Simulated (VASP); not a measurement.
Al, 1 atom in the cell. The structure is cubic, space group Fm-3m (No. 225). The conventional cell has a = 4.050 Å, b = 4.050 Å, c = 4.050 Å, α = 90.00°, β = 90.00°, γ = 90.00°. Al (site symmetry m-3m) has 12 Al at 2.86 Å within 3.8 Å. 

| Property | Result |
| --- | --- |
| Program | VASP 6.6.1 |
| Task | relaxation of cell and atoms |
| Functional | PBEsol |
| Potentials or basis | VASP PAW PBE potentials, release 64 (Al) |
| Cutoff | 600 eV |
| k mesh | 18 × 18 × 18 |
| Occupations | gaussian, width 0.1 eV |
| Spin | no spin polarisation |
| Dipole correction | no |
| Further INCAR settings | ALGO = Normal; EDIFF = 1e-07; IBRION = 2; EDIFFG = -0.002; NSW = 100; ISIF = 3 |

Potentials or basis: VASP PAW PBE potentials, release 64 (Al).

Command:

```bash
$ cat potpaw_PBE.64/Al/POTCAR > POTCAR
$ mpirun -np 1 vasp_std > vasp.out
```

Hardware: 1 thread of AMD EPYC 7R13, with other jobs on the host.

How long does it take, and how much memory?

Wall time 65 s on 1 thread of AMD EPYC 7R13, on a shared host, peak memory 0.12 GiB. Counts: scf iterations 21, k points 195, ion steps 3.
